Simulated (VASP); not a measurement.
# BN (P6_3/mmc) in VASP: a series of runs

The runs below take BN through single point, with LDA.

Everything below comes from runs of VASP 6.6.1. Logs are shortened: lines on timing, memory, paths and dates and some standing lists are left out, and cuts for length are marked.

### 1 The cell of the first run

The structure is hexagonal, space group P6_3/mmc (No. 194). Conventional cell: a = 2.543 Å, b = 2.543 Å, c = 6.966 Å, α = 90.00°, β = 90.00°, γ = 120.00°. Within 2.0 Å of B (site symmetry -6m2) lie 3 N at 1.47 Å. Within 2.0 Å of N (site symmetry -6m2) lie 3 B at 1.47 Å.

### 2 Single point, LDA (volume 9.752 Å^3 an atom, c/a of the conventional cell 2.7393)

The input, INCAR:

```
SYSTEM = BN
PREC = Accurate
ENCUT = 520
EDIFF = 1E-6
ISMEAR = 0
SIGMA = 0.05
LREAL = .FALSE.
LASPH = .TRUE.
NELM = 100
ALGO = Normal
ISIF = 2
LWAVE = .FALSE.
LCHARG = .FALSE.
NBANDS = 16
```

The input, KPOINTS:

```
Automatic mesh
0
G
  12 12 4
  0 0 0
```

The input, POSCAR:

```
BN
1.0
    2.5428914305      0.0000000000      0.0000000000
   -1.2714457153      2.2022085779      0.0000000000
    0.0000000000      0.0000000000      6.9657424957
B N
2 2
Direct
    0.3333333333      0.6666666667      0.2500000000
    0.6666666667      0.3333333333      0.7500000000
    0.3333333333      0.6666666667      0.7500000000
    0.6666666667      0.3333333333      0.2500000000
```

Potentials or basis: VASP PAW LDA potentials, release 64 (B, N).

Command:

```console
$ cat potpaw_LDA.64/B/POTCAR potpaw_LDA.64/N/POTCAR > POTCAR
$ mpirun -np 1 vasp_std > vasp.out
```

OUTCAR:

```text
SYSTEM = BN
   PREC = Accurate
   ENCUT = 520
   EDIFF = 1E-6
   ISMEAR = 0
   LREAL = .FALSE.
   LASPH = .TRUE.
   NELM = 100
   ISIF = 2

 ion  position               nearest neighbor table
   1  0.333  0.667  0.250-   4 1.47   4 1.47   4 1.47
   2  0.667  0.333  0.750-   3 1.47   3 1.47   3 1.47
   3  0.333  0.667  0.750-   2 1.47   2 1.47   2 1.47
   4  0.667  0.333  0.250-   1 1.47   1 1.47   1 1.47

  LATTYP: Found a hexagonal cell.
 ALAT       =     2.5428914305
 C/A-ratio  =     2.7393000001

  Lattice vectors:

 A1 = (   2.5428914305,   0.0000000000,   0.0000000000)
 A2 = (  -1.2714457153,   2.2022085779,   0.0000000000)
 A3 = (   0.0000000000,   0.0000000000,   6.9657424957)

Analysis of symmetry for initial positions (statically):
=====================================================================
 Subroutine PRICEL returns:
 Original cell was already a primitive cell.

 Routine SETGRP: Setting up the symmetry group for a
 hexagonal supercell.

 Subroutine GETGRP returns: Found 24 space group operations
 (whereof 12 operations were pure point group operations)
 out of a pool of 24 trial point group operations.

The static configuration has the point symmetry D_3d.
 The point group associated with its full space group is D_6h.

Analysis of symmetry for dynamics (positions and initial velocities):
=====================================================================
 Subroutine PRICEL returns:
 Original cell was already a primitive cell.

 Routine SETGRP: Setting up the symmetry group for a
 hexagonal supercell.

 Subroutine GETGRP returns: Found 24 space group operations
 (whereof 12 operations were pure point group operations)
 out of a pool of 24 trial point group operations.

The dynamic configuration has the point symmetry D_3d.
 The point group associated with its full space group is D_6h.

 Subroutine INISYM returns: Found 24 space group operations
 (whereof 12 operations are pure point group operations),
 and found     1 'primitive' translations

----------------------------------------------------------------------------------------

                                     Primitive cell

  volume of cell :      39.0080

  direct lattice vectors                    reciprocal lattice vectors
     2.542891431  0.000000000  0.000000000     0.393253124  0.227044797  0.000000000
    -1.271445715  2.202208578  0.000000000     0.000000000  0.454089594  0.000000000
     0.000000000  0.000000000  6.965742496     0.000000000  0.000000000  0.143559714

  length of vectors
     2.542891431  2.542891431  6.965742496     0.454089594  0.454089594  0.143559714

  position of ions in fractional coordinates (direct lattice)
     0.333333333  0.666666667  0.250000000
     0.666666667  0.333333333  0.750000000
     0.333333333  0.666666667  0.750000000
     0.666666667  0.333333333  0.250000000

  ion indices of the primitive-cell ions
   primitive index   ion index
                 1           1
                 2           2
                 3           3
                 4           4

----------------------------------------------------------------------------------------

 KPOINTS: Automatic mesh

Automatic generation of k-mesh.
 Grid dimensions read from file:
 generate k-points for:   12   12    4

 Generating k-lattice:

  Cartesian coordinates                     Fractional coordinates (reciprocal lattice)
     0.032771094  0.018920400  0.000000000     0.083333333 -0.000000000  0.000000000
     0.000000000  0.037840800  0.000000000     0.000000000  0.083333333  0.000000000
     0.000000000  0.000000000  0.035889928     0.000000000  0.000000000  0.250000000

  Length of vectors
     0.037840800  0.037840800  0.035889928

  Shift w.r.t. Gamma in fractional coordinates (k-lattice)
     0.000000000  0.000000000  0.000000000

 Subroutine IBZKPT returns following result:
 ===========================================

 Found     57 irreducible k-points:

 Following reciprocal coordinates:
            Coordinates               Weight
  0.000000  0.000000  0.000000      1.000000
  0.083333  0.000000  0.000000      6.000000
  0.166667  0.000000  0.000000      6.000000
  0.250000  0.000000  0.000000      6.000000
  0.333333 -0.000000  0.000000      6.000000
  0.416667  0.000000  0.000000      6.000000
[... 16 lines left out ...]
  0.250000  0.000000  0.250000     12.000000
  0.333333 -0.000000  0.250000     12.000000
 [... further k-points ...]
   k-points           NKPTS =     57   k-points in BZ     NKDIM =     57   number of bands    NBANDS=     16
   number of dos      NEDOS =    301   number of ions     NIONS =      4
   total plane-waves  NPLWV =  21600
   dimension x,y,z NGX =    20 NGY =   20 NGZ =   54
   dimension x,y,z NGXF=    40 NGYF=   40 NGZF=  108
   ions per type =               2   2
   NGX,Y,Z   is equivalent  to a cutoff of  13.08, 13.08, 12.89 a.u.
   NGXF,Y,Z  is equivalent  to a cutoff of  26.15, 26.15, 25.78 a.u.
 SYSTEM =  BN
   PREC   = accura    normal or accurate (medium, high low for compatibility)
   ISTART =      0    job   : 0-new  1-cont  2-samecut
   ICHARG =      2    charge: 1-file 2-atom 10-const
   ISPIN  =      1    spin polarized calculation?
   LNONCOLLINEAR =      F non collinear calculations
   LSORBIT =      F    spin-orbit coupling
   LASPH  =      T    aspherical Exc in radial PAW
   ENCUT  =  520.0 eV  38.22 Ry    6.18 a.u.   4.73  4.73 12.95*2*pi/ulx,y,z
   NELM   =    100;   NELMIN=  2; NELMDL= -5     # of ELM steps
   EDIFF  = 0.1E-05   stopping-criterion for ELM
   LREAL  =      F    real-space projection
   EDIFFG = 0.1E-04   stopping-criterion for IOM
   NSW    =      0    number of steps for IOM
   IBRION =     -1    ionic relax: 0-MD 1-quasi-New 2-CG
   NFREE  =      0    steps in history (QN), initial steepest desc. (CG)
   ISIF   =      2    stress and relaxation
   ISYM   =      2    0-nonsym 1-usesym 2-fastsym
   POTIM  = 0.5000    time-step for ionic-motion
   TEBEG  =    0.0;   TEEND  =   0.0 temperature during run
   PSTRESS=    0.0 pullay stress
   NELECT =      16.0000    total number of electrons
   NUPDOWN=      -1.0000    fix difference up-down
   EMIN   =  10.00;   EMAX   =-10.00  energy-range for DOS
   EFERMI =   0.00;   METHOD = LEGACY
   ISMEAR =     0;   SIGMA  =   0.05  broadening in eV -4-tet -1-fermi 0-gaus
   EFERMI_NEDOS =   21; number of points for ismear=-14 and -15
   IALGO  =     38    algorithm
   IMIX   =      4    mixing-type and parameters
     AMIX     =   0.40;   BMIX     =  1.00
     AMIX_MAG =   1.60;   BMIX_MAG =  1.00
  volume/ion in A,a.u.               =       9.75        65.81
  Fermi-wavevector in a.u.,A,eV,Ry     =   1.216364  2.298595 20.130386  1.479542
  Thomas-Fermi vector in A             =   2.351720
   LORBIT       =      0    0 simple, 1 ext, 2 COOP (PROOUT), +10 PAW based schemes
   GGA     = CA    functional components
   LHFCALC =     F    Hartree Fock is set to
   AEXX    =    0.0000 exact exchange contribution
   IVDW    =     0    specifies the selected vdW correction
   LEPSILON=     F    determine dielectric tensor
   LRPA    =     F    only Hartree local field effects (RPA)
 non-spin polarized calculation
 Gauss-broadening in eV      SIGMA  =   0.05
  energy-cutoff  :      520.00
  volume of cell :       39.01
 maximum number of plane-waves:      1070
 NGX is ok and might be reduce to    20
   NGX =  9   NGY =  9   NGZ = 25

 number of electron      16.0000000 magnetization

 Free energy of the ion-electron system (eV)
  ---------------------------------------------------
  ext. energy  EPLUGINS =         0.00000000
  ---------------------------------------------------
  free energy    TOTEN  =       -38.46577929 eV

  energy without entropy =      -38.46577929  energy(sigma->0) =      -38.46577929

 E-fermi :   1.8011     XC(G=0): -10.1285

 val. band max:        1.5722879523   @ k =   0.3333   0.3333   0.5000
 cond. band min:       5.6451098191   @ k =   0.5000   0.0000   0.0000
 fundamental gap:      4.0728218668
 Fermi energy:         1.8011051106

 k-point     1 :       0.0000    0.0000    0.0000
  band No.  band energies     occupation
      1     -15.7051      2.00000
      2     -15.4835      2.00000
      3      -4.3378      2.00000
      4      -2.5514      2.00000
      5       0.1778      2.00000
      6       0.1778      2.00000
[... 8 lines left out ...]
     15      12.8868      0.00000
     16      13.8443      0.00000

 k-point     2 :       0.0833    0.0000    0.0000
  band No.  band energies     occupation
      1     -15.5741      2.00000
      2     -15.3562      2.00000
      3      -4.1574      2.00000
      4      -2.3880      2.00000
      5      -0.3587      2.00000
      6      -0.3397      2.00000
[... 8 lines left out ...]
     15      13.3918      0.00000
     16      13.4224      0.00000

 k-point     3 :       0.1667    0.0000    0.0000
  band No.  band energies     occupation
      1     -15.1882      2.00000
      2     -14.9813      2.00000
      3      -3.6227      2.00000
      4      -1.9075      2.00000
      5      -1.7203      2.00000
      6      -1.6972      2.00000
[... 8 lines left out ...]
     15      14.7289      0.00000
     16      14.8139      0.00000

 k-point     4 :       0.2500    0.0000    0.0000
  band No.  band energies     occupation
      1     -14.5735      2.00000
      2     -14.3860      2.00000
      3      -3.4501      2.00000
      4      -3.4108      2.00000
      5      -2.7583      2.00000
      6      -1.3782      2.00000
[... 8 lines left out ...]
     15      15.7580      0.00000
     16      16.8813      0.00000
[... 324 lines left out ...]
 k-point    22 :       0.1667    0.0000    0.2500
  band No.  band energies     occupation
      1     -15.1591      2.00000
      2     -15.0129      2.00000
      3      -3.4140      2.00000
      4      -2.2277      2.00000
      5      -1.7112      2.00000
      6      -1.6830      2.00000
[... 8 lines left out ...]
     15      14.7409      0.00000
     16      14.8009      0.00000

 k-point    23 :       0.2500    0.0000    0.2500
  band No.  band energies     occupation
      1     -14.5470      2.00000
      2     -14.4144      2.00000
      3      -3.4528      2.00000
      4      -3.4215      2.00000
      5      -2.5462      2.00000
      6      -1.4197      2.00000
[... 8 lines left out ...]
     15      16.8930      0.00000
     16      16.9541      0.00000

 k-point    24 :       0.3333   -0.0000    0.2500
  band No.  band energies     occupation
      1     -13.7730      2.00000
      2     -13.6622      2.00000
      3      -5.1677      2.00000
      4      -5.1278      2.00000
      5      -1.9750      2.00000
      6      -1.9447      2.00000
[... 8 lines left out ...]
     15      17.3684      0.00000
     16      19.2753      0.00000

 [... further k-points ...]

------------------------ aborting loop because EDIFF is reached ----------------------------------------

  FORCE on cell =-STRESS in cart. coord.  units (eV):
  Direction    XX          YY          ZZ          XY          YZ          ZX
  --------------------------------------------------------------------------------------
  -------------------------------------------------------------------------------------
  Total       -4.9247524     -4.9247524     -0.3443128      0.0000000      0.0000000      0.0000000
  in kB     -202.2745769   -202.2745769    -14.1419770      0.0000000      0.0000000      0.0000000
  external PRESSURE =    -139.5637103 kB  Pullay stress =       0.0000000 kB

 VOLUME and BASIS-vectors are now :
 -----------------------------------------------------------------------------
  energy-cutoff  :      520.00
  volume of cell :       39.01
      direct lattice vectors                 reciprocal lattice vectors
     2.542891431  0.000000000  0.000000000     0.393253124  0.227044797  0.000000000
    -1.271445715  2.202208578  0.000000000     0.000000000  0.454089594  0.000000000
     0.000000000  0.000000000  6.965742496     0.000000000  0.000000000  0.143559714

 POSITION                                       TOTAL-FORCE (eV/Angst)
 -----------------------------------------------------------------------------------
     -0.00000      1.46814      1.74144         0.000000      0.000000      0.000000
      1.27145      0.73407      5.22431        -0.000000     -0.000000      0.000000
     -0.00000      1.46814      5.22431         0.000000      0.000000      0.000000
      1.27145      0.73407      1.74144         0.000000      0.000000      0.000000
 -----------------------------------------------------------------------------------
    total drift:                               -0.000000      0.000000      0.000000

  FREE ENERGIE OF THE ION-ELECTRON SYSTEM (eV)
  ---------------------------------------------------
  free  energy   TOTEN  =       -38.4657792945 eV

  energy  without entropy=      -38.4657792945  energy(sigma->0) =      -38.46577929
```

Run time: 19 s. Hardware: 1 thread of AMD EPYC 9R45 (Zen 5), shared host; peak memory 0.12 GiB.

What came out:

```yaml
Free_energy: -38.4658 eV
Pressure: -14.0 GPa
Band_gap_on_the_k_mesh: 4.07 eV, indirect (least direct gap 4.40 eV)
```

Stress tensor (GPa, compression positive):
```
-20.23   0.00   0.00
  0.00 -20.23   0.00
  0.00   0.00  -1.41
```

### 3 Single point, LDA (volume 9.752 Å^3 an atom, c/a of the conventional cell 2.6103)

The input, INCAR:

```
PREC = Accurate
ENCUT = 520
EDIFF = 1E-6
ISMEAR = 0
SIGMA = 0.05
LREAL = False
LASPH = True
NELM = 60
ALGO = Normal
ISIF = 2
LWAVE = False
LCHARG = True
LELF = True
LVHAR = True
NBANDS = 16
```

The input, KPOINTS:

```
regular mesh
0
Gamma
  12 12 4
```

The input, POSCAR:

```
BN
1.0
    2.5841189629      0.0000000000      0.0000000000
   -1.2920594815      2.2379126683      0.0000000000
    0.0000000000      0.0000000000      6.7452499309
B N
2 2
Direct
    0.3333333333      0.6666666667      0.2500000000
    0.6666666667      0.3333333333      0.7500000000
    0.3333333333      0.6666666667      0.7500000000
    0.6666666667      0.3333333333      0.2500000000
```

Potentials or basis: VASP PAW LDA potentials, release 64 (B, N).

Command:

```console
$ cat potpaw_LDA.64/B/POTCAR potpaw_LDA.64/N/POTCAR > POTCAR
$ mpirun -np 1 vasp_std > vasp.out
```

OUTCAR:

```text
PREC = Accurate
   ENCUT = 520
   EDIFF = 1E-6
   ISMEAR = 0
   LREAL = False
   LASPH = True
   NELM = 60
   ISIF = 2

 ion  position               nearest neighbor table
   1  0.333  0.667  0.250-   4 1.49   4 1.49   4 1.49
   2  0.667  0.333  0.750-   3 1.49   3 1.49   3 1.49
   3  0.333  0.667  0.750-   2 1.49   2 1.49   2 1.49
   4  0.667  0.333  0.250-   1 1.49   1 1.49   1 1.49

  LATTYP: Found a hexagonal cell.
 ALAT       =     2.5841189629
 C/A-ratio  =     2.6102706678

  Lattice vectors:

 A1 = (   2.5841189629,   0.0000000000,   0.0000000000)
 A2 = (  -1.2920594815,   2.2379126683,   0.0000000000)
 A3 = (   0.0000000000,   0.0000000000,   6.7452499309)

Analysis of symmetry for initial positions (statically):
=====================================================================
 Subroutine PRICEL returns:
 Original cell was already a primitive cell.

 Routine SETGRP: Setting up the symmetry group for a
 hexagonal supercell.

 Subroutine GETGRP returns: Found 24 space group operations
 (whereof 12 operations were pure point group operations)
[... 174 lines left out ...]
 cond. band min:       5.5719709538   @ k =   0.5000   0.0000   0.0000
 fundamental gap:      3.9397482289
 Fermi energy:         1.8674360963

 k-point     1 :       0.0000    0.0000    0.0000
  band No.  band energies     occupation
      1     -15.4062      2.00000
      2     -15.1176      2.00000
      3      -4.1911      2.00000
      4      -2.0720      2.00000
      5       0.1845      2.00000
      6       0.1845      2.00000
[... 433 lines left out ...]
      3      -5.0203      2.00000
      4      -4.9622      2.00000
      5      -1.8715      2.00000
      6      -1.8269      2.00000
[... 8 lines left out ...]
     15      17.1016      0.00000
     16      18.6074      0.00000

 [... further k-points ...]

------------------------ aborting loop because EDIFF is reached ----------------------------------------

  FORCE on cell =-STRESS in cart. coord.  units (eV):
  Direction    XX          YY          ZZ          XY          YZ          ZX
  --------------------------------------------------------------------------------------
  -------------------------------------------------------------------------------------
  Total       -8.3698548     -8.3698548     -0.2675915      0.0000000     -0.0000000      0.0000000
  in kB     -343.7754214   -343.7754214    -10.9907982      0.0000000     -0.0000000      0.0000000
  external PRESSURE =    -232.8472136 kB  Pullay stress =       0.0000000 kB

 VOLUME and BASIS-vectors are now :
 -----------------------------------------------------------------------------
  energy-cutoff  :      520.00
  volume of cell :       39.01
      direct lattice vectors                 reciprocal lattice vectors
     2.584118963  0.000000000  0.000000000     0.386979088  0.223422481  0.000000000
    -1.292059481  2.237912668  0.000000000     0.000000000  0.446844961  0.000000000
     0.000000000  0.000000000  6.745249931     0.000000000  0.000000000  0.148252475

 POSITION                                       TOTAL-FORCE (eV/Angst)
 -----------------------------------------------------------------------------------
     -0.00000      1.49194      1.68631        -0.000000      0.000000      0.000000
      1.29206      0.74597      5.05894         0.000000     -0.000000      0.000000
     -0.00000      1.49194      5.05894        -0.000000      0.000000      0.000000
      1.29206      0.74597      1.68631         0.000000      0.000000      0.000000
 -----------------------------------------------------------------------------------
    total drift:                               -0.000000      0.000000      0.000000

  FREE ENERGIE OF THE ION-ELECTRON SYSTEM (eV)
  ---------------------------------------------------
  free  energy   TOTEN  =       -38.2609869905 eV

  energy  without entropy=      -38.2609869905  energy(sigma->0) =      -38.26098699
```

stdout:

```text
POSCAR found type information on POSCAR B N
 POSCAR found :  2 types and       4 ions
 scaLAPACK will be used
 LDA part: xc-table for (Slater(with rela. corr.)+CA(PZ))
 , standard interpolation
 POSCAR, INCAR and KPOINTS ok, starting setup
 FFT: planning ... GRIDC
 FFT: planning ... GRID_SOFT
 FFT: planning ... GRID
 WAVECAR not read
 entering main loop
```

It took 19 s on 1 thread of AMD EPYC 9R45 (Zen 5), shared host; peak memory 0.12 GiB.

Results:

- Free energy: -38.2610 eV
- Pressure: -23.3 GPa
- Band gap on the k mesh: 3.94 eV, indirect (least direct gap 4.27 eV)

 A k mesh can miss the band edges.

(Part 1 of 2 ends here.)
